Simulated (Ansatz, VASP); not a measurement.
## Bi: VASP beside Ansatz

```xyz
2
Lattice="3.2384 0.0000 0.0000 0.0000 3.2216 0.0000 -0.0805 0.0000 6.3150" Properties=species:S:1:pos:R:3 pbc="T T T"
Bi    1.7022    0.0000    4.7336
Bi    1.4558    0.0000    1.5814
```

Change from the starting cell: strain_z = -0.02.

Alike in both runs: task single point; functional PBEsol; k mesh 8 × 8 × 4; occupations fermi-dirac, width 0.05 eV; no spin polarisation.

```csv
,VASP,Ansatz
version,VASP 6.6.1,Ansatz 0.2.0
potentials or method,"VASP PAW PBE potentials, release 64 (Bi_d), cutoff 520 eV","all-electron LAPW, scalar-relativistic"
```

Ansatz gave:

| Quantity | Value |
| --- | --- |
| gap on the k mesh at the Fermi level (eV) | none |
| pressure (GPa) | 0.7 |
| traceless stress, the component that is largest in VASP (GPa) | 0.84 |
| rms of the force components (eV/Å) | 0.021 |

Problem. Estimate VASP's values.

Solution. gap on the k mesh at the Fermi level (eV): none; pressure (GPa): 0.6; traceless stress, the component that is largest in VASP (GPa): 0.84; rms of the force components (eV/Å): 0.021.

VASP's potentials were made for PBE, not for PBEsol. Atom by atom the forces differ by 0.000 eV/Å (rms over components). A gap of «none» marks a metal or a gap that the smearing closes. Ansatz ran all-electron here, and VASP with PAW potentials.

Spin-orbit coupling is off throughout.
